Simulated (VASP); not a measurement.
# Ti (P6_3/mmc) in VASP: notebook, part 2 of 2

VASP 6.6.1. The steps go on from the part before.

## (5) Single point, PBEsol (equal xx and yy strain of -2 %)

INCAR

```
SYSTEM = Ti
  ALGO = Normal
  EDIFF = 1E-6
  ENCUT = 520
  GGA = PS
  ISIF = 2
  ISMEAR = -1
  LASPH = .TRUE.
  LCHARG = .TRUE.
  LELF = .TRUE.
  LREAL = .FALSE.
  LVHAR = .TRUE.
  LWAVE = .FALSE.
  NBANDS = 19
  NELM = 100
  PREC = Accurate
  SIGMA = 0.08
```

KPOINTS

```
k-points
0
G
  13 13 7
  0 0 0
```

POSCAR

```
Ti
1.0
    2.8909979032      0.0000000000      0.0000000000
   -1.4454989516      2.5036776264      0.0000000000
    0.0000000000      0.0000000000      4.6860000000
Ti
2
Direct
    0.3333333333      0.6666666667      0.2500000000
    0.6666666667      0.3333333333      0.7500000000
```

Potentials or basis: VASP PAW PBE potentials, release 64 (Ti_sv).

Started as:

```sh
$ cat potpaw_PBE.64/Ti_sv/POTCAR > POTCAR
$ mpirun -np 1 vasp_std > vasp.out
```

OUTCAR:

```text
SYSTEM = Ti
   EDIFF = 1E-6
   ENCUT = 520
   GGA = PS
   ISIF = 2
   ISMEAR = -1
   LASPH = .TRUE.
   LREAL = .FALSE.
   NELM = 100
   PREC = Accurate

 ion  position               nearest neighbor table
   1  0.333  0.667  0.250-   2 2.88   2 2.88   2 2.88   2 2.88   2 2.88   2 2.88
   2  0.667  0.333  0.750-   1 2.88   1 2.88   1 2.88   1 2.88   1 2.88   1 2.88

  LATTYP: Found a hexagonal cell.
 ALAT       =     2.8909979032
 C/A-ratio  =     1.6208936004

  Lattice vectors:

 A1 = (   2.8909979032,   0.0000000000,   0.0000000000)
 A2 = (  -1.4454989516,   2.5036776264,   0.0000000000)
 A3 = (   0.0000000000,   0.0000000000,   4.6860000000)

Analysis of symmetry for initial positions (statically):
=====================================================================
 Subroutine PRICEL returns:
 Original cell was already a primitive cell.

 Routine SETGRP: Setting up the symmetry group for a
 hexagonal supercell.

 Subroutine GETGRP returns: Found 24 space group operations
 (whereof 12 operations were pure point group operations)
 out of a pool of 24 trial point group operations.

The static configuration has the point symmetry D_3d.
 The point group associated with its full space group is D_6h.

Analysis of symmetry for dynamics (positions and initial velocities):
=====================================================================
 Subroutine PRICEL returns:
 Original cell was already a primitive cell.

 Routine SETGRP: Setting up the symmetry group for a
 hexagonal supercell.

 Subroutine GETGRP returns: Found 24 space group operations
 (whereof 12 operations were pure point group operations)
 out of a pool of 24 trial point group operations.

The dynamic configuration has the point symmetry D_3d.
 The point group associated with its full space group is D_6h.

 Subroutine INISYM returns: Found 24 space group operations
 (whereof 12 operations are pure point group operations),
[... 111 lines left out ...]
   ISMEAR =    -1;   SIGMA  =   0.08  broadening in eV -4-tet -1-fermi 0-gaus
   EFERMI_NEDOS =   21; number of points for ismear=-14 and -15
   IALGO  =     38    algorithm
   IMIX   =      4    mixing-type and parameters
     AMIX     =   0.40;   BMIX     =  1.00
     AMIX_MAG =   1.60;   BMIX_MAG =  1.00
  volume/ion in A,a.u.               =      16.96       114.44
  Fermi-wavevector in a.u.,A,eV,Ry     =   1.458822  2.756775 28.955412  2.128163
  Thomas-Fermi vector in A             =   2.575462
   LORBIT       =      0    0 simple, 1 ext, 2 COOP (PROOUT), +10 PAW based schemes
   GGA     = PS    functional components
   LHFCALC =     F    Hartree Fock is set to
   AEXX    =    0.0000 exact exchange contribution
   IVDW    =     0    specifies the selected vdW correction
   LEPSILON=     F    determine dielectric tensor
   LRPA    =     F    only Hartree local field effects (RPA)
 non-spin polarized calculation
  energy-cutoff  :      520.00
  volume of cell :       33.92
 maximum number of plane-waves:       941
 NGX is ok and might be reduce to    24
   NGX = 11   NGY = 11   NGZ = 17

 number of electron      23.9999996 magnetization

 Free energy of the ion-electron system (eV)
  ---------------------------------------------------
  ext. energy  EPLUGINS =         0.00000000
  ---------------------------------------------------
  free energy    TOTEN  =       -16.69337164 eV

  energy without entropy =      -16.64596966  energy(sigma->0) =      -16.66967065

 E-fermi :   8.4441     XC(G=0): -11.7494

 val. band max:        8.4389923398   @ k =   0.2308   0.2308   0.4286
 cond. band min:       8.4457163941   @ k =   0.0000   0.0000   0.2857
 fundamental gap:      0.0067240543
 Fermi energy:         8.4441310171

 k-point     1 :       0.0000    0.0000    0.0000
  band No.  band energies     occupation
      1     -48.1140      2.00000
      2     -47.9728      2.00000
      3     -24.8129      2.00000
      4     -24.1168      2.00000
      5     -24.1168      2.00000
      6     -24.0718      2.00000
[... 505 lines left out ...]
      6     -24.1481      2.00000
[... 11 lines left out ...]
     18      10.2910      0.00000
     19      11.8505      0.00000

 [... further k-points ...]

------------------------ aborting loop because EDIFF is reached ----------------------------------------

  FORCE on cell =-STRESS in cart. coord.  units (eV):
  Direction    XX          YY          ZZ          XY          YZ          ZX
  --------------------------------------------------------------------------------------
  -------------------------------------------------------------------------------------
  Total       -0.2029748     -0.2029748     -0.7502307      0.0000000      0.0000000      0.0000000
  in kB       -9.5879176     -9.5879176    -35.4386324      0.0000000      0.0000000      0.0000000
  external PRESSURE =     -18.2048225 kB  Pullay stress =       0.0000000 kB

 VOLUME and BASIS-vectors are now :
 -----------------------------------------------------------------------------
  energy-cutoff  :      520.00
  volume of cell :       33.92
      direct lattice vectors                 reciprocal lattice vectors
     2.890997903  0.000000000  0.000000000     0.345901323  0.199706222  0.000000000
    -1.445498952  2.503677626  0.000000000     0.000000000  0.399412444  0.000000000
     0.000000000  0.000000000  4.686000000     0.000000000  0.000000000  0.213401622

 POSITION                                       TOTAL-FORCE (eV/Angst)
 -----------------------------------------------------------------------------------
     -0.00000      1.66912      1.17150        -0.000000     -0.000000      0.000000
      1.44550      0.83456      3.51450         0.000000      0.000000      0.000000
 -----------------------------------------------------------------------------------
    total drift:                               -0.000000      0.000000     -0.000000

  FREE ENERGIE OF THE ION-ELECTRON SYSTEM (eV)
  ---------------------------------------------------
  free  energy   TOTEN  =       -16.6933716405 eV

  energy  without entropy=      -16.6459696601  energy(sigma->0) =      -16.66967065
```

OSZICAR:

```text
N       E                     dE             d eps       ncg     rms          rms(c)
DAV:   1     0.262367485511E+03    0.26237E+03   -0.12969E+04  3192   0.157E+03
DAV:   2     0.108954015285E+02   -0.25147E+03   -0.24747E+03  3282   0.443E+02
DAV:   3    -0.177043455294E+02   -0.28600E+02   -0.28271E+02  5921   0.123E+02
DAV:   4    -0.189073811943E+02   -0.12030E+01   -0.12012E+01  3705   0.261E+01
DAV:   5    -0.189618379393E+02   -0.54457E-01   -0.54450E-01  4678   0.402E+00    0.127E+01
DAV:   6    -0.167043559439E+02    0.22575E+01   -0.79158E+00  3732   0.285E+01    0.310E+00
DAV:   7    -0.166753489266E+02    0.29007E-01   -0.79492E-01  4810   0.649E+00    0.209E+00
DAV:   8    -0.167010228676E+02   -0.25674E-01   -0.21104E-01  3486   0.537E+00    0.721E-01
DAV:   9    -0.166928227093E+02    0.82002E-02   -0.46812E-02  3604   0.221E+00    0.768E-02
DAV:  10    -0.166933350269E+02   -0.51232E-03   -0.36072E-03  4650   0.346E-01    0.907E-02
DAV:  11    -0.166933814293E+02   -0.46402E-04   -0.13218E-04  3737   0.827E-02    0.432E-02
DAV:  12    -0.166933716783E+02    0.97510E-05   -0.41158E-05  3493   0.581E-02    0.551E-03
DAV:  13    -0.166933716405E+02    0.37809E-07   -0.17603E-06  2493   0.116E-02
   1 F= -.16693372E+02 E0= -.16669671E+02  d E =-.474020E-01
```

Wall time 17 s (1 thread of Intel Xeon 6975P-C (Granite Rapids), shared host); peak memory 0.18 GiB.

Results:

```
Free energy            : -16.6934 eV
Pressure               : -1.8 GPa
Band gap on the k mesh : zero (band 12 reaches 9.23 eV, above the bottom of band 13 at 8.15 eV)
```

Stress tensor (GPa, compression positive):
```
-0.96  0.00  0.00
 0.00 -0.96  0.00
 0.00  0.00 -3.54
```

Caveat: the cell differs from its parent crystal (equal xx and yy strain of -2 %); the PAW data sets were made with another functional, which shifts forces and pressure a little.

## (6) Single point, PBEsol (volume scaled by 0.96)

INCAR

```
SYSTEM = Ti
  ALGO = Normal
  EDIFF = 1E-7
  ENCUT = 520
  GGA = PS
  ISIF = 2
  ISMEAR = -1
  LASPH = .TRUE.
  LCHARG = .FALSE.
  LREAL = .FALSE.
  LWAVE = .FALSE.
  NBANDS = 19
  NELM = 80
  PREC = Accurate
  SIGMA = 0.08
```

KPOINTS is that of step 5.

POSCAR

```
Ti
1.0
    2.9101281370      0.0000000000      0.0000000000
   -1.4550640685      2.5202448949      0.0000000000
    0.0000000000      0.0000000000      4.6226679121
Ti
2
Direct
    0.3333333333      0.6666666667      0.2500000000
    0.6666666667      0.3333333333      0.7500000000
```

Potentials or basis: VASP PAW PBE potentials, release 64 (Ti_sv).

Started as:

```sh
$ cat potpaw_PBE.64/Ti_sv/POTCAR > POTCAR
$ mpirun -np 1 vasp_std > vasp.out
```

Wall time 17 s (1 thread of Intel Xeon 6975P-C (Granite Rapids), shared host); peak memory 0.17 GiB.

It converged, with:

| Property | Result |
| --- | --- |
| Free energy | -16.6978 eV |
| Pressure | -1.8 GPa |
| Band gap on the k mesh | zero (band 12 reaches 9.26 eV, above the bottom of band 13 at 8.13 eV) |

Stress tensor (GPa, compression positive):
```
-1.64  0.00  0.00
 0.00 -1.64  0.00
 0.00  0.00 -2.01
```

Levels at points of the mesh, in eV from the Fermi level:
```
           k point  band 8  band 9  band 10  band 11  band 12  band 13  band 14  band 15  band 16  band 17
(0.00, 0.00, 0.00)  -32.48   -6.26    -2.74     0.80     0.80     0.83     0.91     1.31     1.31     1.69
```

Caveat: the PAW data sets were made with another functional, which shifts forces and pressure a little.

## (7) Summary

| cell | gap on the mesh (eV) | pressure (GPa) |
| --- | --- | --- |
| a = 2.979, b = 2.979, c = 4.732 Å, angles 90.0, 90.0, 120.0°, 2 atoms | none | -8.7 |
| a = 2.989, b = 2.989, c = 4.748 Å, angles 90.0, 90.0, 120.0°, 2 atoms | none | -9.5 |
| a = 2.861, b = 2.861, c = 4.686 Å, angles 90.0, 90.0, 120.0°, 2 atoms | none | 0.5 |
| a = 2.891, b = 2.891, c = 4.686 Å, angles 90.0, 90.0, 120.0°, 2 atoms | none | -1.8 |
| a = 2.910, b = 2.910, c = 4.623 Å, angles 90.0, 90.0, 120.0°, 2 atoms | none | -1.8 |

Alike in all rows: task single point; level PBEsol; potentials or basis VASP PAW PBE potentials, release 64 (Ti_sv); no spin polarisation; k mesh 13 × 13 × 7; cutoff (eV) 520; smearing fermi-dirac 0.08 eV.

Caveats: the PAW data sets were made with another functional, which shifts forces and pressure a little.

Absolute energies hang on the potentials; compare differences alone.
